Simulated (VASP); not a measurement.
# ZrB2 (d3): single point with PBE+D3(BJ)

The system is ZrB2 (d3).

```xyz
3
Lattice="3.1675 0.0000 0.0000 -1.5838 2.7432 0.0000 0.0000 0.0000 3.5524" Properties=species:S:1:pos:R:3 pbc="T T T"
Zr    0.0000    0.0000    0.0000
B     0.0000    1.8288    1.7762
B     1.5838    0.9144    1.7762
```

```json
{
  "Program": "VASP 6.6.1",
  "Task": "single point",
  "Functional": "PBE",
  "Dispersion": "D3(BJ)",
  "Potentials or basis": "VASP PAW PBE potentials, release 64 (Zr_sv, B)",
  "Cutoff": "500 eV",
  "k mesh": "6 × 6 × 6",
  "Occupations": "gaussian, width 0.1 eV",
  "Spin": "no spin polarisation",
  "Dipole correction": "no",
  "Further INCAR settings": "ALGO = Normal; EDIFF = 1e-06; NBANDS = 16"
}
```

```yaml
Pressure: -5.9 GPa
Band_gap_on_the_k_mesh: zero (band 9 reaches 11.29 eV, above the bottom of band 10 at 10.15 eV)
Dispersion_energy_per_atom: -0.388 eV
```

Stress tensor (GPa, compression positive):
```
-4.99  0.00  0.00
 0.00 -4.99  0.00
 0.00  0.00 -7.60
```

Levels at points of the mesh, in eV from the Fermi level:
```tsv
k point	band 5	band 6	band 7	band 8	band 9	band 10	band 11	band 12	band 13	band 14
(0.00, 0.00, 0.00)	-12.34	-2.21	-2.20	-2.20	-2.02	3.77	3.77	4.50	4.50	5.30
(0.50, 0.00, 0.00)	-8.56	-8.13	-3.54	-2.67	-2.28	2.58	2.67	5.34	5.35	6.86
(0.00, 0.00, 0.50)	-10.36	-6.57	-0.56	-0.56	0.76	0.76	1.17	1.17	2.10	5.48
(0.50, 0.00, 0.50)	-9.53	-6.64	-4.19	-3.72	-1.62	4.02	4.46	5.69	6.50	6.79
```

It took 24 s on 1 thread of Intel Xeon 8259CL, with other jobs on the host, peak memory 0.16 GiB.

Caveat: the k points lie up to 0.38 Å⁻¹ apart; pairwise dispersion overbinds metals, which lowers pressure and volume.
